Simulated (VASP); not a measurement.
Wanted: the native input for a VASP 6.6.1 run.

* Task: single point
* Functional: r2SCAN
* Potentials or basis: VASP PAW PBE potentials, release 64 (Ba_sv, Zr_sv, O)
* Cutoff: 520 eV
* k mesh: 6 × 6 × 6
* Occupations: gaussian, width 0.01 eV
* Spin: no spin polarisation
* Dipole correction: no
* Further INCAR settings: ALGO = Normal; EDIFF = 1e-07; NBANDS = 28

The system is BaZrO3.

```
CELL_PARAMETERS angstrom
4.20535 0.00000 0.00000
0.00000 4.20535 0.00000
0.00000 0.00000 4.20535
ATOMIC_POSITIONS crystal
Ba 0.00000 0.00000 0.00000
Zr 0.50000 0.50000 0.50000
O 0.50000 0.50000 0.00000
O 0.50000 0.00000 0.50000
O 0.00000 0.50000 0.50000
```

These files were run (other wordings do the same):

POSCAR

```
BaZrO3
1.0
    4.2053549142      0.0000000000      0.0000000000
    0.0000000000      4.2053549142      0.0000000000
    0.0000000000      0.0000000000      4.2053549142
Ba Zr O
1 1 3
Direct
    0.0000000000      0.0000000000      0.0000000000
    0.5000000000      0.5000000000      0.5000000000
    0.5000000000      0.5000000000      0.0000000000
    0.5000000000      0.0000000000      0.5000000000
    0.0000000000      0.5000000000      0.5000000000
```

INCAR.step1

```
SYSTEM = BaZrO3
PREC     = Accurate       ! precision mode
ENCUT    = 520            ! plane-wave cutoff, eV
ISMEAR   = 0              ! smearing method
SIGMA    = 0.01           ! smearing width, eV
LREAL    = .FALSE.        ! projectors in reciprocal space
LASPH    = .TRUE.         ! aspherical terms in the spheres
NELM     = 80             ! most SCF steps
NBANDS   = 28             ! bands
GGA      = PE             ! functional
ALGO     = Normal         ! electronic algorithm
EDIFF    = 1E-4           ! SCF threshold, eV
LWAVE    = .TRUE.         ! write WAVECAR
LCHARG   = .FALSE.        ! write CHGCAR
```

INCAR.step2

```
SYSTEM = BaZrO3
PREC     = Accurate       ! precision mode
ENCUT    = 520            ! plane-wave cutoff, eV
EDIFF    = 1E-7           ! SCF threshold, eV
ISMEAR   = 0              ! smearing method
SIGMA    = 0.01           ! smearing width, eV
LREAL    = .FALSE.        ! projectors in reciprocal space
LASPH    = .TRUE.         ! aspherical terms in the spheres
NELM     = 80             ! most SCF steps
ALGO     = Normal         ! electronic algorithm
ISIF     = 2              ! what is computed and relaxed
LWAVE    = .FALSE.        ! write WAVECAR
LCHARG   = .FALSE.        ! write CHGCAR
METAGGA  = R2SCAN         ! meta-GGA
LMIXTAU  = .TRUE.       
NBANDS   = 28             ! bands
ISTART   = 1
```

KPOINTS

```
Automatic mesh
0
G
  6 6 6
  0 0 0
```

Potentials or basis: VASP PAW PBE potentials, release 64 (Ba_sv, Zr_sv, O).

Command:

```console
$ cat potpaw_PBE.64/Ba_sv/POTCAR potpaw_PBE.64/Zr_sv/POTCAR potpaw_PBE.64/O/POTCAR > POTCAR
$ cp INCAR.step1 INCAR
$ mpirun -np 1 vasp_std > vasp.out
$ cp INCAR.step2 INCAR
$ mpirun -np 1 vasp_std > vasp.out
```

It gave:

```
Pressure               : 1.0 GPa
Band gap on the k mesh : 3.68 eV, indirect (least direct gap 3.93 eV)
```

Caveat: the PAW data sets were made with another functional, which shifts forces and pressure a little; spin-orbit coupling is left out, which moves the levels of the heavy elements.

It took 83 s on 1 thread of Intel(R) Xeon(R) 6975P-C (Granite Rapids), on a shared host, peak memory 0.21 GiB.
